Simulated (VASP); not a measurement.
Runs of VASP 6.6.1 on SrCl2. The structure is that of space group Fm-3m (No. 225), or close to it. The cells are those of the table. 

```csv
task,level,cell,k mesh,cutoff (eV),smearing,grid for exact exchange (PRECFOCK),share of exact exchange,gap on the mesh (eV),pressure (GPa)
single point,r2SCAN,"a = 4.947 Å, angles 60.0°, 3 atoms",6 × 6 × 6,520,fermi-dirac 0.02 eV,-,-,5.94,0.0
single point,PBE,"a = 4.947 Å, angles 60.0°, 3 atoms",4 × 4 × 4,520,gaussian 0.01 eV,-,-,5.31,0.8
single point,PBE0,"a = 4.947 Å, angles 60.0°, 3 atoms",4 × 4 × 4,520,gaussian 0.01 eV,Normal,0.25,7.32,0.1
relaxation of cell and atoms,r2SCAN,"relaxed from a = 4.979 Å, angles 60.0°, 3 atoms",6 × 6 × 6,600,fermi-dirac 0.02 eV,-,-,(a),0.0
single point,PBE,"a = 4.947 Å, angles 60.0°, 3 atoms",6 × 6 × 6,520,fermi-dirac 0.02 eV,-,-,5.31,0.8
dielectric tensor,r2SCAN,"a = 4.947 Å, angles 60.0°, 3 atoms",6 × 6 × 6,520,gaussian 0.01 eV,-,-,5.94,-
```

Alike in all rows: potentials or basis VASP PAW PBE potentials, release 64 (Sr_sv, Cl); no spin polarisation.

Q: Fill in the values left out.

A: (a) 5.93.

Caveats: the structure was generated, so it needn't be the stable form of SrCl2; the PAW data sets were made with another functional, which shifts forces and pressure a little (at least some runs).

A k mesh can miss the band edges, and the runs leave out spin-orbit coupling on Sr.
